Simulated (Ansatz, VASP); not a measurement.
## Two plane-wave programs on TiAl3

INCAR

```
SYSTEM = TiAl3
ALGO = Normal
EDIFF = 1E-6
ENCUT = 520
GGA = PE
ISIF = 2
ISMEAR = 1
LASPH = .True.
LCHARG = .False.
LREAL = Auto
LWAVE = .False.
NBANDS = 106
NELM = 60
PREC = Accurate
SIGMA = 0.1
```

File KPOINTS:

```
k-points
0
Gamma
  3 3 3
  0 0 0
```

POSCAR

```
TiAl3
1.0
    7.6895028868      0.0000000000      0.0000000000
    0.0000000000      7.6895028868      0.0000000000
    0.0000000000      0.0000000000      8.6237151293
Ti Al
8 24
Direct
    0.0000000000      0.0000000000      0.0000000000
    0.2500000000      0.2500000000      0.5000000000
    0.0000000000      0.5000000000      0.0000000000
    0.2500000000      0.7500000000      0.5000000000
    0.5000000000      0.0000000000      0.0000000000
    0.7500000000      0.2500000000      0.5000000000
    0.5000000000      0.5000000000      0.0000000000
    0.7500000000      0.7500000000      0.5000000000
    0.0000000000      0.0000000000      0.5000000000
    0.2500000000      0.2500000000      0.0000000000
    0.0000000000      0.2500000000      0.2500000000
    0.2500000000      0.0000000000      0.7500000000
    0.0000000000      0.2500000000      0.7500000000
    0.2500000000      0.0000000000      0.2500000000
    0.0000000000      0.5000000000      0.5000000000
    0.2500000000      0.7500000000      0.0000000000
    0.0000000000      0.7500000000      0.2500000000
    0.2500000000      0.5000000000      0.7500000000
    0.0000000000      0.7500000000      0.7500000000
    0.2500000000      0.5000000000      0.2500000000
    0.5000000000      0.0000000000      0.5000000000
    0.7500000000      0.2500000000      0.0000000000
    0.5000000000      0.2500000000      0.2500000000
    0.7500000000      0.0000000000      0.7500000000
    0.5000000000      0.2500000000      0.7500000000
    0.7500000000      0.0000000000      0.2500000000
    0.5000000000      0.5000000000      0.5000000000
    0.7500000000      0.7500000000      0.0000000000
    0.5000000000      0.7500000000      0.2500000000
    0.7500000000      0.5000000000      0.7500000000
    0.5000000000      0.7500000000      0.7500000000
    0.7500000000      0.5000000000      0.2500000000
```

Input for Ansatz:

```yaml
crystal:
  lattice:
    - [7.6895028868, 0.0, 0.0]
    - [0.0, 7.6895028868, 0.0]
    - [0.0, 0.0, 8.6237151293]
  atoms:
    - { symbol: Ti, position: [0.0, 0.0, 0.0] }
    - { symbol: Ti, position: [0.25, 0.25, 0.5] }
    - { symbol: Al, position: [0.0, 0.0, 0.5] }
    - { symbol: Al, position: [0.25, 0.25, 0.0] }
    - { symbol: Al, position: [0.0, 0.25, 0.25] }
    - { symbol: Al, position: [0.25, 0.0, 0.75] }
    - { symbol: Al, position: [0.0, 0.25, 0.75] }
    - { symbol: Al, position: [0.25, 0.0, 0.25] }
    - { symbol: Ti, position: [0.0, 0.5, 0.0] }
    - { symbol: Ti, position: [0.25, 0.75, 0.5] }
    - { symbol: Al, position: [0.0, 0.5, 0.5] }
    - { symbol: Al, position: [0.25, 0.75, 0.0] }
    - { symbol: Al, position: [0.0, 0.75, 0.25] }
    - { symbol: Al, position: [0.25, 0.5, 0.75] }
    - { symbol: Al, position: [0.0, 0.75, 0.75] }
    - { symbol: Al, position: [0.25, 0.5, 0.25] }
    - { symbol: Ti, position: [0.5, 0.0, 0.0] }
    - { symbol: Ti, position: [0.75, 0.25, 0.5] }
    - { symbol: Al, position: [0.5, 0.0, 0.5] }
    - { symbol: Al, position: [0.75, 0.25, 0.0] }
    - { symbol: Al, position: [0.5, 0.25, 0.25] }
    - { symbol: Al, position: [0.75, 0.0, 0.75] }
    - { symbol: Al, position: [0.5, 0.25, 0.75] }
    - { symbol: Al, position: [0.75, 0.0, 0.25] }
    - { symbol: Ti, position: [0.5, 0.5, 0.0] }
    - { symbol: Ti, position: [0.75, 0.75, 0.5] }
    - { symbol: Al, position: [0.5, 0.5, 0.5] }
    - { symbol: Al, position: [0.75, 0.75, 0.0] }
    - { symbol: Al, position: [0.5, 0.75, 0.25] }
    - { symbol: Al, position: [0.75, 0.5, 0.75] }
    - { symbol: Al, position: [0.5, 0.75, 0.75] }
    - { symbol: Al, position: [0.75, 0.5, 0.25] }
basis:
  ecutwfc: 420
  xc_grid: 2
hamiltonian:
  xc: pbe
  pseudopotentials: { kind: paw, azcp: { folder: soft_1 } }
kpoints:
  mp_grid: { grid: [3, 3, 3] }
scf:
  occupations: { method: methfessel_paxton, width: 0.1 }
  max_iter: 120
output:
  forces: true
  stress: true
```

Alike in both runs: task single point; functional PBE; k mesh 3 × 3 × 3; occupations methfessel-paxton of order 1, width 0.1 eV; no spin polarisation.

```csv
,VASP,Ansatz
version,VASP 6.6.1,Ansatz 0.2.0
potentials or method,"VASP PAW PBE potentials, release 64 (Ti_sv, Al), cutoff 520 eV",plane-wave PAW DFT
valence electrons in the cell,168,168
```

```csv
,VASP,Ansatz,Ansatz less VASP
pressure (GPa),0.0,0.0,-0.05
```
